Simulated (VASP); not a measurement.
Here is a VASP 6.6.1 calculation.

The input INCAR:

```
PREC     = Accurate       # precision mode
ENCUT    = 520            # plane-wave cutoff, eV
EDIFF    = 1E-6           # SCF threshold, eV
ISMEAR   = -1             # smearing method
SIGMA    = 0.05           # smearing width, eV
LREAL    = False          # projectors in reciprocal space
LASPH    = True           # aspherical terms in the spheres
NELM     = 80             # most SCF steps
ALGO     = Normal         # electronic algorithm
ISIF     = 2              # what is computed and relaxed
LWAVE    = False          # write WAVECAR
LCHARG   = False          # write CHGCAR
GGA      = CA             # functional
NBANDS   = 20             # bands
```

KPOINTS

```
regular mesh
0
Gamma
  11 11 11
```

File POSCAR:

```
TaBi
1.0
    3.1401852329      0.0000000000      0.0000000000
    0.0000000000      3.1401852329      0.0000000000
    0.0000000000      0.0000000000      3.1401852329
Ta Bi
1 1
Direct
    0.0000000000      0.0000000000      0.0000000000
    0.5000000000      0.5000000000      0.5000000000
```

Potentials or basis: VASP PAW LDA potentials, release 64 (Ta_pv, Bi_d).

The run is started by

```sh
$ cat potpaw_LDA.64/Ta_pv/POTCAR potpaw_LDA.64/Bi_d/POTCAR > POTCAR
$ mpirun -np 1 vasp_std > vasp.out
```

Problem. Estimate the band gap on the k mesh.

Solution. Zero (band 13 reaches 16.53 eV, above the bottom of band 14 at 12.77 eV).

Problem. What does it give for the pressure?

Solution. 76.6 GPa.

Caveat: spin-orbit coupling is left out, which moves the levels of the heavy elements.
